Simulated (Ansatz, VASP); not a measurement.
Given: the input of a run of Ansatz 0.2.0 on TePb.

Contents of input.yaml:

```yaml
crystal:
  lattice:
    - [0.0, 3.2093147829, 3.2093147829]
    - [3.2093147829, 0.0, 3.2093147829]
    - [3.2093147829, 3.2093147829, 0.0]
  atoms:
    - { symbol: Pb, position: [0.0, 0.0, 0.0] }
    - { symbol: Te, position: [0.5, 0.5, 0.5] }
hamiltonian:
  xc: pbesol
  pseudopotentials: { kind: paw_fr }
magnetization:
  noncollinear: true
  spin_orbit: true
kpoints:
  mp_grid: { grid: [7, 7, 7] }
scf:
  occupations: { method: fermi_dirac, width: 0.05 }
output:
  forces: true
  stress: true
  eigenvalues: true
```

Potentials or basis: Ansatz PAW.

Run with:

```console
$ ansatz run input.yaml --threads 2 --pin off --max-ram 5120MiB --backend cpu --events-out ev --progress --plain --runs-dir out
```

Question: Translate it to VASP 6.6.1. Potentials there: VASP PAW PBE potentials, release 64 (Pb_d, Te).

Answer: As run (the cutoff follows the program's own potentials):

The input INCAR:

```
PREC = Accurate
ENCUT = 500
EDIFF = 1E-6
ISMEAR = -1
SIGMA = 0.05
LREAL = F
LASPH = T
NELM = 200
ALGO = Normal
ISIF = 2
LWAVE = F
LCHARG = T
MAGMOM = 0 0 0 0 0 0
LORBIT = 11
LSORBIT = T
GGA_COMPAT = F
LORBMOM = T
GGA = PS
LVHAR = T
NBANDS = 32
```

The input KPOINTS:

```
regular mesh
0
Gamma
  7 7 7
```

File POSCAR:

```
TePb
1.0
    0.0000000000      3.2093147829      3.2093147829
    3.2093147829      0.0000000000      3.2093147829
    3.2093147829      3.2093147829      0.0000000000
Pb Te
1 1
Direct
    0.0000000000      0.0000000000      0.0000000000
    0.5000000000      0.5000000000      0.5000000000
```

Potentials or basis: VASP PAW PBE potentials, release 64 (Pb_d, Te).

Run with:

```bash
$ cat potpaw_PBE.64/Pb_d/POTCAR potpaw_PBE.64/Te/POTCAR > POTCAR
$ mpirun -np 1 vasp_ncl > vasp.out
```

Both were run:

|  | VASP | Ansatz | Ansatz less VASP |
| --- | --- | --- | --- |
| pressure (GPa) | 0.3 | 0.2 | -0.12 |
| net moment per atom (μB) | 0.00 | 0.00 | 0.000 |

VASP's potentials were made for PBE, not for PBEsol. VASP's potentials hold 20 valence electrons a cell and Ansatz's 30, so a difference there can come from the potentials and not from the codes.
